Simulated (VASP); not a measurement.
Crystal: SiO2.

```xyz
12
Lattice="4.9820 0.0000 0.0000 0.0000 4.9820 0.0000 0.0000 0.0000 6.9630" Properties=species:S:1:pos:R:3 pbc="T T T"
Si    1.4895    1.4895    0.0000
Si    1.0015    3.9805    1.7408
Si    3.4925    3.4925    3.4815
Si    3.9805    1.0015    5.2222
O     1.1951    0.5155    1.2403
O     1.9755    3.6861    2.9811
O     3.7869    4.4665    4.7218
O     3.0065    1.2959    6.4626
O     3.6861    1.9755    3.9819
O     4.4665    3.7869    2.2412
O     1.2959    3.0065    0.5004
O     0.5155    1.1951    5.7227
```

```yaml
Program: VASP 6.6.1
Task: relaxation of the atoms
Functional: PBE
Potentials_or_basis: VASP PAW PBE potentials, release 64 (Si, O)
Cutoff: 520 eV
k_mesh: 5 × 5 × 4
Occupations: fermi-dirac, width 0.02 eV
Spin: no spin polarisation
```

At the start: pressure 6.4 GPa; volume 14.40 Å³/atom.

How do energy, volume and symmetry change on relaxing?

Over 16 steps the energy falls by 8.2 meV/atom at a fixed cell; space group P4_12_12 (No. 92, to 0.1 Å) before and after.

Step by step:
```
step  energy change (eV)  largest force (eV/Å)  pressure (GPa)
   1              0.0000                0.4054            6.43
   2             -0.0259                0.5927            5.05
   3             -0.0275                0.4868            5.29
   4             -0.0491                0.3877            4.55
   5             -0.0779                0.1652            2.34
   6             -0.0815                0.1792            2.30
   7             -0.0890                0.2207            2.19
   8             -0.0890                0.3150            1.96
   9             -0.0915                0.2605            2.07
  10             -0.0937                0.1887            2.02
  11             -0.0966                0.0631            1.87
  12             -0.0969                0.0601            1.83
  13             -0.0975                0.0493            1.70
  14             -0.0985                0.0291            1.47
  15             -0.0988                0.0304            0.98
  16             -0.0989                0.0199            1.15
```

Final structure:
```xyz
12
Lattice="4.9820 0.0000 0.0000 0.0000 4.9820 0.0000 0.0000 0.0000 6.9630" Properties=species:S:1:pos:R:3 pbc="T T T"
Si    1.5151    1.5151    0.0000
Si    0.9759    4.0061    1.7408
Si    3.4669    3.4669    3.4815
Si    4.0061    0.9759    5.2222
O     1.1827    0.5681    1.2795
O     1.9229    3.6737    3.0203
O     3.7993    4.4139    4.7610
O     3.0591    1.3083    6.5018
O     3.6737    1.9229    3.9427
O     4.4139    3.7993    2.2020
O     1.3083    3.0591    0.4612
O     0.5681    1.1827    5.6835
```
